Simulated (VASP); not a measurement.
A run of VASP 6.6.1:

File INCAR:

```
SYSTEM = Sr2CuSO2
PREC = Accurate
ENCUT = 520
EDIFF = 1E-6
ISMEAR = 0
SIGMA = 0.15
LREAL = .False.
LASPH = .True.
NELM = 60
ALGO = Normal
ISIF = 2
LWAVE = .False.
LCHARG = .True.
GGA = PE
LELF = .True.
LVHAR = .True.
NBANDS = 34
```

Contents of KPOINTS:

```
regular mesh
0
Gamma
  12 12 8
  0 0 0
```

Contents of POSCAR:

```
Sr2CuSO2
1.0
    4.0188088250      0.0000000000      0.0000000000
    0.0000000000      4.0188088250      0.0000000000
    0.0000000000      0.0000000000      6.8863398065
Sr Cu S O
2 1 1 2
Direct
    0.0000000000      0.0000000000      0.2481265920
    0.0000000000      0.0000000000      0.7518734080
    0.5000000000      0.5000000000      0.0000000000
    0.5000000000      0.5000000000      0.5000000000
    0.0000000000      0.5000000000      0.0000000000
    0.5000000000      0.0000000000      0.0000000000
```

Potentials or basis: VASP PAW PBE potentials, release 64 (Sr_sv, Cu, S, O).

Launch:

```bash
$ cat potpaw_PBE.64/Sr_sv/POTCAR potpaw_PBE.64/Cu/POTCAR potpaw_PBE.64/S/POTCAR potpaw_PBE.64/O/POTCAR > POTCAR
$ mpirun -np 1 vasp_std > vasp.out
```

Hardware: 1 thread of Intel(R) Xeon(R) Platinum 8259CL CPU @ 2.50GHz (Skylake/Cascade Lake), on a shared host.

Question: How long does it take, and how much memory?

Answer: Wall time 15 min on 1 thread of Intel(R) Xeon(R) Platinum 8259CL CPU @ 2.50GHz (Skylake/Cascade Lake), on a shared host, peak memory 0.59 GiB. Counts: scf iterations 15, k points 140.
